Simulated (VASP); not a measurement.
# Cs2AgBiBr6 (Fm-3m) in VASP: a series of runs

The runs below take Cs2AgBiBr6 through single point, with PBEsol, PBEsol+U, LDA.

All numbers are computed with VASP 6.6.1; they aren't measurements. Logs are shortened: lines on timing, memory, paths and dates and some standing lists are left out, and cuts for length are marked.

### 1 The cell of the first run

It takes space group Fm-3m (No. 225, cubic). Conventional cell: a = 11.232 Å, b = 11.232 Å, c = 11.232 Å, α = 90.00°, β = 90.00°, γ = 90.00°. Bi (site symmetry m-3m) has 6 Br at 2.81 Å within 3.7 Å. Within 5.2 Å of Cs (site symmetry -43m) lie 12 Br at 3.97 Å and 4 Bi at 4.86 Å and 4 Ag at 4.86 Å. Within 3.7 Å of Ag (site symmetry m-3m) lie 6 Br at 2.80 Å. Within 3.7 Å of Br (site symmetry 4mm) lie 1 Ag at 2.80 Å and 1 Bi at 2.81 Å.

### 2 Single point, PBEsol

INCAR

```
ALGO     = Normal         # electronic algorithm
EDIFF    = 1E-6           # SCF threshold, eV
EFERMI   = MIDGAP       
ENCUT    = 400            # plane-wave cutoff, eV
GGA      = PS             # functional
GGA_COMPAT= False        
ISIF     = 2              # what is computed and relaxed
ISMEAR   = 0              # smearing method
LASPH    = True           # aspherical terms in the spheres
LCHARG   = False          # write CHGCAR
LREAL    = False          # projectors in reciprocal space
LWAVE    = False          # write WAVECAR
NELM     = 120            # most SCF steps
PREC     = Accurate       # precision mode
SIGMA    = 0.03           # smearing width, eV
```

KPOINTS

```
k-points
0
Gamma
  4 4 4
```

POSCAR

```
Cs2AgBiBr6
1.0
    0.0000000000      5.6161000000      5.6161000000
    5.6161000000      0.0000000000      5.6161000000
    5.6161000000      5.6161000000      0.0000000000
Bi Cs Ag Br
1 2 1 6
Direct
    0.0000000000      0.0000000000      0.0000000000
    0.7500000000      0.7500000000      0.7500000000
    0.2500000000      0.2500000000      0.2500000000
    0.5000000000      0.5000000000      0.5000000000
    0.7494500000      0.7494500000      0.2505500000
    0.2505500000      0.2505500000      0.7494500000
    0.7494500000      0.2505500000      0.2505500000
    0.7494500000      0.2505500000      0.7494500000
    0.2505500000      0.7494500000      0.7494500000
    0.2505500000      0.7494500000      0.2505500000
```

Potentials or basis: VASP PAW PBE potentials, release 64 (Bi_d, Cs_sv, Ag, Br).

On the command line:

```bash
$ cat potpaw_PBE.64/Bi_d/POTCAR potpaw_PBE.64/Cs_sv/POTCAR potpaw_PBE.64/Ag/POTCAR potpaw_PBE.64/Br/POTCAR > POTCAR
$ mpirun -np 1 vasp_std > vasp.out
```

OUTCAR:

```text
EDIFF = 1E-6
   EFERMI = MIDGAP
   ENCUT = 400
   GGA = PS
   ISIF = 2
   ISMEAR = 0
   LASPH = True
   LREAL = False
   NELM = 120
   PREC = Accurate

 Found      8 irreducible k-points:

 Following reciprocal coordinates:
            Coordinates               Weight
  0.000000  0.000000  0.000000      1.000000
  0.250000  0.000000  0.000000      8.000000
  0.500000  0.000000  0.000000      4.000000
  0.250000  0.250000  0.000000      6.000000
  0.500000  0.250000  0.000000     24.000000
 -0.250000  0.250000  0.000000     12.000000
   k-points           NKPTS =      8   k-points in BZ     NKDIM =      8   number of bands    NBANDS=     51
   number of dos      NEDOS =    301   number of ions     NIONS =     10
   total plane-waves  NPLWV = 157464
   dimension x,y,z NGX =    54 NGY =   54 NGZ =   54
   dimension x,y,z NGXF=   108 NGYF=  108 NGZF=  108
   ions per type =               1   2   1   6
   NGX,Y,Z   is equivalent  to a cutoff of  11.30, 11.30, 11.30 a.u.
   NGXF,Y,Z  is equivalent  to a cutoff of  22.61, 22.61, 22.61 a.u.
 SYSTEM =  unknown system
   PREC   = accura    normal or accurate (medium, high low for compatibility)
   ISTART =      0    job   : 0-new  1-cont  2-samecut
   ICHARG =      2    charge: 1-file 2-atom 10-const
   ISPIN  =      1    spin polarized calculation?
   LNONCOLLINEAR =      F non collinear calculations
   LSORBIT =      F    spin-orbit coupling
   LASPH  =      T    aspherical Exc in radial PAW
   ENCUT  =  400.0 eV  29.40 Ry    5.42 a.u.  12.95 12.95 12.95*2*pi/ulx,y,z
   NELM   =    120;   NELMIN=  2; NELMDL= -5     # of ELM steps
   EDIFF  = 0.1E-05   stopping-criterion for ELM
   LREAL  =      F    real-space projection
[... 7 lines left out ...]
   TEBEG  =    0.0;   TEEND  =   0.0 temperature during run

   SCALEE = 1.0000    scale energy and forces
   PSTRESS=    0.0 pullay stress
   NELECT =      86.0000    total number of electrons
   NUPDOWN=      -1.0000    fix difference up-down
   EMIN   =  10.00;   EMAX   =-10.00  energy-range for DOS
   EFERMI =   0.00;   METHOD = MIDGAP
   ISMEAR =     0;   SIGMA  =   0.03  broadening in eV -4-tet -1-fermi 0-gaus
   EFERMI_NEDOS =   21; number of points for ismear=-14 and -15
   IALGO  =     38    algorithm
   IMIX   =      4    mixing-type and parameters
     AMIX     =   0.40;   BMIX     =  1.00
     AMIX_MAG =   1.60;   BMIX_MAG =  1.00
  volume/ion in A,a.u.               =      35.43       239.07
  Fermi-wavevector in a.u.,A,eV,Ry     =   1.021244  1.929871 14.190049  1.042939
  Thomas-Fermi vector in A             =   2.154858
   LORBIT       =      0    0 simple, 1 ext, 2 COOP (PROOUT), +10 PAW based schemes
   GGA     = PS    functional components
   LHFCALC =     F    Hartree Fock is set to
   AEXX    =    0.0000 exact exchange contribution
   IVDW    =     0    specifies the selected vdW correction
   LEPSILON=     F    determine dielectric tensor
   LRPA    =     F    only Hartree local field effects (RPA)

   CSHIFT  =0.1000    complex shift for real part using Kramers Kronig

   OMEGAMAX=  -1.0    maximum frequency
 non-spin polarized calculation
 Gauss-broadening in eV      SIGMA  =   0.03
  energy-cutoff  :      400.00
  volume of cell :      354.27
 maximum number of plane-waves:      6476
 NGX is ok and might be reduce to    54
   NGX = 25   NGY = 25   NGZ = 25

 number of electron      86.0000009 magnetization

 Free energy of the ion-electron system (eV)
  ---------------------------------------------------
  ext. energy  EPLUGINS =         0.00000000
  ---------------------------------------------------
  free energy    TOTEN  =       -31.79005881 eV

  energy without entropy =      -31.79005881  energy(sigma->0) =      -31.79005881

 E-fermi :   1.9033     XC(G=0):  -8.3622

 val. band max:        1.3176908836   @ k =   0.5000   0.5000   0.0000
 cond. band min:       2.4889969312   @ k =   0.5000   0.0000   0.0000
 fundamental gap:      1.1713060476
 Fermi energy:         1.9033439074

 k-point     1 :       0.0000    0.0000    0.0000
  band No.  band energies     occupation
      1     -21.6992      2.00000
      2     -21.6992      2.00000
      3     -21.6540      2.00000
      4     -21.6540      2.00000
      5     -21.6540      2.00000
      6     -19.4386      2.00000
[... 43 lines left out ...]
     50       6.2858      0.00000
     51       6.3535      0.00000

 k-point     2 :       0.2500    0.0000    0.0000
  band No.  band energies     occupation
      1     -21.6992      2.00000
      2     -21.6992      2.00000
      3     -21.6540      2.00000
      4     -21.6540      2.00000
      5     -21.6540      2.00000
      6     -19.4374      2.00000
[... 43 lines left out ...]
     50       6.3058      0.00000
     51       6.7638      0.00000

 k-point     3 :       0.5000    0.0000    0.0000
  band No.  band energies     occupation
      1     -21.6992      2.00000
      2     -21.6992      2.00000
      3     -21.6540      2.00000
      4     -21.6540      2.00000
      5     -21.6540      2.00000
      6     -19.4349      2.00000
[... 43 lines left out ...]
     50       6.6169      0.00000
     51       6.8359      0.00000

 k-point     4 :       0.2500    0.2500    0.0000
  band No.  band energies     occupation
      1     -21.6992      2.00000
      2     -21.6992      2.00000
      3     -21.6540      2.00000
      4     -21.6540      2.00000
      5     -21.6540      2.00000
      6     -19.4372      2.00000
[... 43 lines left out ...]
     50       6.4694      0.00000
     51       6.8307      0.00000

 k-point     5 :       0.5000    0.2500    0.0000
  band No.  band energies     occupation
      1     -21.6992      2.00000
      2     -21.6992      2.00000
      3     -21.6540      2.00000
      4     -21.6540      2.00000
      5     -21.6540      2.00000
      6     -19.4356      2.00000
[... 43 lines left out ...]
     50       6.8312      0.00000
     51       6.8549      0.00000

 k-point     6 :      -0.2500    0.2500    0.0000
  band No.  band energies     occupation
      1     -21.6992      2.00000
      2     -21.6992      2.00000
      3     -21.6540      2.00000
      4     -21.6540      2.00000
      5     -21.6540      2.00000
      6     -19.4360      2.00000
[... 43 lines left out ...]
     50       6.7238      0.00000
     51       6.7354      0.00000

 [... further k-points ...]

------------------------ aborting loop because EDIFF is reached ----------------------------------------

  FORCE on cell =-STRESS in cart. coord.  units (eV):
  Direction    XX          YY          ZZ          XY          YZ          ZX
  --------------------------------------------------------------------------------------
  -------------------------------------------------------------------------------------
  Total       -0.1448376     -0.1448376     -0.1448376     -0.0000000     -0.0000000      0.0000000
  in kB       -0.6550243     -0.6550243     -0.6550243     -0.0000000     -0.0000000      0.0000000
  external PRESSURE =      -0.6550243 kB  Pullay stress =       0.0000000 kB

 VOLUME and BASIS-vectors are now :
 -----------------------------------------------------------------------------
  energy-cutoff  :      400.00
  volume of cell :      354.27
      direct lattice vectors                 reciprocal lattice vectors
     0.000000000  5.616100000  5.616100000    -0.089029754  0.089029754  0.089029754
     5.616100000  0.000000000  5.616100000     0.089029754 -0.089029754  0.089029754
     5.616100000  5.616100000  0.000000000     0.089029754  0.089029754 -0.089029754

 POSITION                                       TOTAL-FORCE (eV/Angst)
 -----------------------------------------------------------------------------------
      0.00000      0.00000      0.00000        -0.000000     -0.000000      0.000000
      8.42415      8.42415      8.42415        -0.000000     -0.000000     -0.000000
      2.80805      2.80805      2.80805        -0.000000     -0.000000      0.000000
      5.61610      5.61610      5.61610        -0.000000     -0.000000      0.000000
      5.61610      5.61610      8.41797        -0.000000     -0.000000     -0.307715
      5.61610      5.61610      2.81423        -0.000000     -0.000000      0.307715
      2.81423      5.61610      5.61610         0.307715     -0.000000      0.000000
      5.61610      8.41797      5.61610        -0.000000     -0.307715      0.000000
      8.41797      5.61610      5.61610        -0.307715     -0.000000      0.000000
      5.61610      2.81423      5.61610        -0.000000      0.307715      0.000000
 -----------------------------------------------------------------------------------
    total drift:                                0.000000      0.000000      0.000000

  FREE ENERGIE OF THE ION-ELECTRON SYSTEM (eV)
  ---------------------------------------------------
  free  energy   TOTEN  =       -31.7900588133 eV

  energy  without entropy=      -31.7900588133  energy(sigma->0) =      -31.79005881
```

Run time: 73 s. Hardware: 1 thread of Intel Xeon 6975P-C (Granite Rapids), shared host; peak memory 0.45 GiB.

Results:

```
Free energy            : -31.7901 eV
Pressure               : -0.1 GPa
Largest force          : 0.308 eV/Å
Band gap on the k mesh : 1.17 eV (least direct gap 2.39 eV)
```

Forces on the atoms (eV/Å):
```
Bi   0.000  0.000  0.000
Cs   0.000  0.000  0.000
Cs   0.000  0.000  0.000
Ag   0.000  0.000  0.000
Br   0.000  0.000 -0.308
Br   0.000  0.000  0.308
Br   0.308  0.000  0.000
Br   0.000 -0.308  0.000
Br  -0.308  0.000  0.000
Br   0.000  0.308  0.000
```

Caveat: the PAW data sets were made with another functional, which shifts forces and pressure a little; spin-orbit coupling is left out, which moves the levels of the heavy elements.

### 3 Single point, PBEsol+U

INCAR

```
SYSTEM = Cs2AgBiBr6
PREC = Accurate ; ENCUT = 520
EDIFF = 1E-6 ; ISMEAR = -1
SIGMA = 0.05 ; LREAL = .FALSE.
LASPH = .TRUE. ; NELM = 150
ALGO = Normal ; ISIF = 2
LWAVE = .FALSE. ; LCHARG = .FALSE.
LMAXMIX = 4 ; LDAU = .TRUE.
LDAUTYPE = 2 ; LDAUL = -1 -1 2 -1
LDAUU = 0 0 4 0 ; LDAUJ = 0 0 0 0
LDAUPRINT = 1 ; GGA = PS
NBANDS = 54
```

KPOINTS

```
regular mesh
0
G
  4 4 4
  0 0 0
```

POSCAR is that of step 2.

Potentials or basis: VASP PAW PBE potentials, release 64 (Bi_d, Cs_sv, Ag, Br).

On the command line:

```bash
$ cat potpaw_PBE.64/Bi_d/POTCAR potpaw_PBE.64/Cs_sv/POTCAR potpaw_PBE.64/Ag/POTCAR potpaw_PBE.64/Br/POTCAR > POTCAR
$ mpirun -np 1 vasp_std > vasp.out
```

OUTCAR:

```text
SYSTEM = Cs2AgBiBr6
   PREC = Accurate
   ENCUT = 520
   EDIFF = 1E-6
   ISMEAR = -1
   LREAL = .FALSE.
   LASPH = .TRUE.
   NELM = 150
   ISIF = 2
   GGA = PS

 ion  position               nearest neighbor table
   1  0.000  0.000  0.000-   5 2.81   6 2.81   7 2.81   8 2.81   9 2.81  10 2.81
   2  0.750  0.750  0.750-
   3  0.250  0.250  0.250-
   4  0.500  0.500  0.500-   5 2.80   6 2.80   7 2.80   8 2.80   9 2.80  10 2.80
   5  0.749  0.749  0.251-   4 2.80   1 2.81
   6  0.251  0.251  0.749-   4 2.80   1 2.81
[... 693 lines left out ...]
  in kB       -0.3252635     -0.3252635     -0.3252635     -0.0000000     -0.0000000     -0.0000000
  external PRESSURE =      -0.3252635 kB  Pullay stress =       0.0000000 kB

 VOLUME and BASIS-vectors are now :
 -----------------------------------------------------------------------------
  energy-cutoff  :      520.00
  volume of cell :      354.27
      direct lattice vectors                 reciprocal lattice vectors
     0.000000000  5.616100000  5.616100000    -0.089029754  0.089029754  0.089029754
     5.616100000  0.000000000  5.616100000     0.089029754 -0.089029754  0.089029754
     5.616100000  5.616100000  0.000000000     0.089029754  0.089029754 -0.089029754

 POSITION                                       TOTAL-FORCE (eV/Angst)
 -----------------------------------------------------------------------------------
      0.00000      0.00000      0.00000         0.000000      0.000000      0.000000
      8.42415      8.42415      8.42415         0.000000     -0.000000      0.000000
      2.80805      2.80805      2.80805        -0.000000     -0.000000     -0.000000
      5.61610      5.61610      5.61610         0.000000      0.000000     -0.000000
      5.61610      5.61610      8.41797         0.000000      0.000000     -0.273122
      5.61610      5.61610      2.81423         0.000000      0.000000      0.273122
      2.81423      5.61610      5.61610         0.273122      0.000000      0.000000
      5.61610      8.41797      5.61610         0.000000     -0.273122      0.000000
      8.41797      5.61610      5.61610        -0.273122      0.000000      0.000000
      5.61610      2.81423      5.61610         0.000000      0.273122      0.000000
 -----------------------------------------------------------------------------------
    total drift:                                0.000000      0.000000     -0.000000

  FREE ENERGIE OF THE ION-ELECTRON SYSTEM (eV)
  ---------------------------------------------------
  free  energy   TOTEN  =       -30.7180429492 eV

  energy  without entropy=      -30.7180428867  energy(sigma->0) =      -30.71804292
```

It took 2.9 min on 1 thread of Intel Xeon Platinum 8488C (Sapphire Rapids), shared host; peak memory 0.6 GiB.

What came out:

- Free energy: -30.7180 eV
- Pressure: 0.0 GPa
- Largest force: 0.273 eV/Å
- Band gap on the k mesh: 1.50 eV (least direct gap 2.62 eV)

Forces on the atoms (eV/Å):
```
Bi   0.000  0.000  0.000
Cs   0.000  0.000  0.000
Cs   0.000  0.000  0.000
Ag   0.000  0.000  0.000
Br   0.000  0.000 -0.273
Br   0.000  0.000  0.273
Br   0.273  0.000  0.000
Br   0.000 -0.273  0.000
Br  -0.273  0.000  0.000
Br   0.000  0.273  0.000
```

Eigenvalues of the final occupation matrices:
```
    site  spin  trace               eigenvalues
site 4 d     1   4.76  0.95 0.95 0.95 0.96 0.96
site 4 d     2   4.76  0.95 0.95 0.95 0.96 0.96
```

Caveat: the PAW data sets were made with another functional, which shifts forces and pressure a little; spin-orbit coupling is left out, which moves the levels of the heavy elements.

### 4 Single point, PBEsol+U

INCAR

```
PREC = Accurate
ENCUT = 520
EDIFF = 1E-6
ISMEAR = -1
SIGMA = 0.05
LREAL = F
LASPH = T
NELM = 150
ALGO = Normal
ISIF = 2
LWAVE = F
LCHARG = F
LMAXMIX = 4
LDAU = T
LDAUTYPE = 2
LDAUL = -1 -1 2 -1
LDAUU = 0 0 6 0
LDAUJ = 0 0 0 0
LDAUPRINT = 1
GGA = PS
NBANDS = 54
```

KPOINTS

```
Automatic mesh
0
Gamma
  4 4 4
```

POSCAR is that of step 3.

On the command line:

```bash
$ cat potpaw_PBE.64/Bi_d/POTCAR potpaw_PBE.64/Cs_sv/POTCAR potpaw_PBE.64/Ag/POTCAR potpaw_PBE.64/Br/POTCAR > POTCAR
$ mpirun -np 1 vasp_std > vasp.out
```

Run time: 3 min. Hardware: 1 thread of Intel Xeon Platinum 8488C (Sapphire Rapids), shared host; peak memory 0.59 GiB.

The run converged. Its results:

- Free energy: -30.3043 eV
- Pressure: -0.1 GPa
- Largest force: 0.267 eV/Å
- Band gap on the k mesh: 1.63 eV (least direct gap 2.63 eV)

Forces on the atoms (eV/Å):
```
Bi   0.000  0.000  0.000
Cs   0.000  0.000  0.000
Cs   0.000  0.000  0.000
Ag   0.000  0.000  0.000
Br   0.000  0.000 -0.267
Br   0.000  0.000  0.267
Br   0.267  0.000  0.000
Br   0.000 -0.267  0.000
Br  -0.267  0.000  0.000
Br   0.000  0.267  0.000
```

Levels at points of the mesh, in eV from the valence-band top:
```
           k point  band 41  band 42  band 43  band 44  band 45  band 46
(0.00, 0.00, 0.00)    -0.85    -0.85    -0.85     2.62     2.62     2.62
(0.50, 0.00, 0.00)    -1.09    -1.09    -1.00     1.63     3.95     3.95
(0.50, 0.50, 0.00)    -0.87    -0.86     0.00     3.15     3.15     3.52
```

Eigenvalues of the final occupation matrices:
```tsv
site	spin	trace	eigenvalues
site 4 d	1	4.81	0.96 0.96 0.96 0.97 0.97
site 4 d	2	4.81	0.96 0.96 0.96 0.97 0.97
```

Caveat: the PAW data sets were made with another functional, which shifts forces and pressure a little; spin-orbit coupling is left out, which moves the levels of the heavy elements.

### 5 Single point, LDA

INCAR

```
PREC = Accurate
ENCUT = 520
EDIFF = 1E-6
ISMEAR = -1
SIGMA = 0.05
LREAL = F
LASPH = T
NELM = 80
ALGO = Normal
ISIF = 2
LWAVE = F
LCHARG = F
NBANDS = 54
```

KPOINTS is that of step 4.

POSCAR is that of step 4.

Potentials or basis: VASP PAW LDA potentials, release 64 (Bi_d, Cs_sv, Ag, Br).

On the command line:

```bash
$ cat potpaw_LDA.64/Bi_d/POTCAR potpaw_LDA.64/Cs_sv/POTCAR potpaw_LDA.64/Ag/POTCAR potpaw_LDA.64/Br/POTCAR > POTCAR
$ mpirun -np 1 vasp_std > vasp.out
```

It took 88 s on 1 thread of Intel Xeon 6975P-C (Granite Rapids), shared host; peak memory 0.47 GiB.

It converged, with:

```
Free energy            : -34.1716 eV
Pressure               : -1.4 GPa
Largest force          : 0.340 eV/Å
Band gap on the k mesh : 1.11 eV (least direct gap 2.34 eV)
```

Forces on the atoms (eV/Å):
```
Bi   0.000  0.000  0.000
Cs   0.000  0.000  0.000
Cs   0.000  0.000  0.000
Ag   0.000  0.000  0.000
Br   0.000  0.000 -0.340
Br   0.000  0.000  0.340
Br   0.340  0.000  0.000
Br   0.000 -0.340  0.000
Br  -0.340  0.000  0.000
Br   0.000  0.340  0.000
```

Levels at points of the mesh, in eV from the valence-band top:
```csv
k point,band 40,band 41,band 42,band 43,band 44,band 45,band 46,band 47
"(0.00, 0.00, 0.00)",-1.18,-1.18,-0.69,-0.69,2.17,2.17,2.17,3.28
"(0.50, 0.00, 0.00)",-1.50,-1.40,-1.26,-1.26,1.11,3.63,3.63,4.64
"(0.50, 0.50, 0.00)",-1.56,-1.20,-0.70,0.00,2.71,2.71,3.10,4.18
```

Caveat: spin-orbit coupling is left out, which moves the levels of the heavy elements.

### 6 The runs side by side

| level | potentials or basis | U | cutoff (eV) | smearing | tolerance level | purpose | start | dipole correction | gap on the mesh (eV) | pressure (GPa) | largest force (eV/Å) |
| --- | --- | --- | --- | --- | --- | --- | --- | --- | --- | --- | --- |
| PBEsol | VASP PAW PBE potentials, release 64 (Bi_d, Cs_sv, Ag, Br) | - | 400 | gaussian 0.03 eV | tight | restart | from scratch | - | 1.17 | -0.1 | 0.31 |
| PBEsol+U | VASP PAW PBE potentials, release 64 (Bi_d, Cs_sv, Ag, Br) | Ag d U = 4.0 eV | 520 | fermi-dirac 0.05 eV | - | - | - | no | 1.50 | 0.0 | 0.27 |
| PBEsol+U | VASP PAW PBE potentials, release 64 (Bi_d, Cs_sv, Ag, Br) | Ag d U = 6.0 eV | 520 | fermi-dirac 0.05 eV | - | - | - | no | 1.63 | -0.1 | 0.27 |
| LDA | VASP PAW LDA potentials, release 64 (Bi_d, Cs_sv, Ag, Br) | - | 520 | fermi-dirac 0.05 eV | - | - | - | no | 1.11 | -1.4 | 0.34 |

Alike in all rows: task single point; no spin polarisation; cell as given; k mesh 4 × 4 × 4.

Caveats: spin-orbit coupling is left out, which moves the levels of the heavy elements; the PAW data sets were made with another functional, which shifts forces and pressure a little (at least some runs).

Absolute energies hang on the potentials; compare differences alone.
